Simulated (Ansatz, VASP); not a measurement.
## SbBr in VASP and in Ansatz

```
Sb Br
1.0
     3.35155    0.00000    0.00000
     0.00000    3.35155    0.00000
     0.00000    0.00000    4.78684
Sb Br
1 1
Direct
  0.50000 0.50000 0.50000
  0.00000 0.00000 0.00000
```

Alike in both runs: functional PBE; k mesh 16 × 16 × 12; occupations gaussian, width 0.1 eV; no spin polarisation.

Ansatz relaxed the structure, and its values are those at the end. VASP's run is a single point on that final structure, the one shown.

|  | VASP | Ansatz |
| --- | --- | --- |
| version | VASP 6.6.1 | Ansatz 0.2.0 |
| potentials or method | VASP PAW PBE potentials, release 64 (Sb, Br), cutoff 520 eV | scalar-relativistic, plane waves, PAW |
| valence electrons in the cell | 12 | 22 |

```csv
,VASP,Ansatz,Ansatz less VASP
gap on the k mesh at the Fermi level (eV),none,none,-
pressure (GPa),-0.1,0.0,+0.13
```

A gap of «none» marks a metal or a gap that the smearing closes. VASP's potentials hold 12 valence electrons a cell and Ansatz's 22, so a difference there can come from the potentials and not from the codes.

Neither program's run includes spin-orbit coupling.
